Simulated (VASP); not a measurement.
Write the native input for VASP 6.6.1 that does the following.

| Quantity | Value |
| --- | --- |
| Task | single point |
| Functional | r2SCAN |
| Potentials or basis | VASP PAW PBE potentials, release 64 (K_sv) |
| Cutoff | 520 eV |
| k mesh | 9 × 9 × 5 |
| Occupations | fermi-dirac, width 0.1 eV |
| Spin | no spin polarisation |
| Dipole correction | no |
| Further INCAR settings | ALGO = Normal; EDIFF = 1e-07; NBANDS = 16 |

The system is K.

```
K
1.0
     4.56647    0.00000    0.00000
    -2.28323    3.95468    0.00000
     0.00000    0.00000    7.45733
K
2
Direct
  0.33333 0.66667 0.25000
  0.66667 0.33333 0.75000
```

This isn't the form of K at room conditions, which is bcc.

These files were run (other wordings do the same):

POSCAR

```
K
1.0
    4.5664677553      0.0000000000      0.0000000000
   -2.2832338776      3.9546770816      0.0000000000
    0.0000000000      0.0000000000      7.4573276870
K
2
Direct
    0.3333333333      0.6666666667      0.2500000000
    0.6666666667      0.3333333333      0.7500000000
```

INCAR.step1

```
PREC = Accurate ; ENCUT = 520
ISMEAR = -1 ; SIGMA = 0.1
LREAL = F ; LASPH = T
NELM = 80 ; NBANDS = 16
GGA = PE ; ALGO = Normal
EDIFF = 1E-4 ; LWAVE = T
LCHARG = F
```

INCAR.step2

```
PREC = Accurate ; ENCUT = 520
EDIFF = 1E-7 ; ISMEAR = -1
SIGMA = 0.1 ; LREAL = F
LASPH = T ; NELM = 80
ALGO = Normal ; ISIF = 2
LWAVE = F ; LCHARG = F
METAGGA = R2SCAN ; LMIXTAU = T
NBANDS = 16 ; ISTART = 1
```

KPOINTS

```
Automatic mesh
0
Gamma
  9 9 5
```

Potentials or basis: VASP PAW PBE potentials, release 64 (K_sv).

Command:

```sh
$ cat potpaw_PBE.64/K_sv/POTCAR > POTCAR
$ cp INCAR.step1 INCAR
$ mpirun -np 1 vasp_std > vasp.out
$ cp INCAR.step2 INCAR
$ mpirun -np 1 vasp_std > vasp.out
```

Results of the run:

```json
{"Pressure": "0.6 GPa", "Band gap on the k mesh": "zero (bands 9 and 10 overlap by 2.35 eV)"}
```

Caveat: the PAW data sets were made with another functional, which shifts forces and pressure a little.

It took 8.9 min on 1 thread of Oxide Virtual Turin-like Processor, with other jobs on the host, peak memory 0.27 GiB.
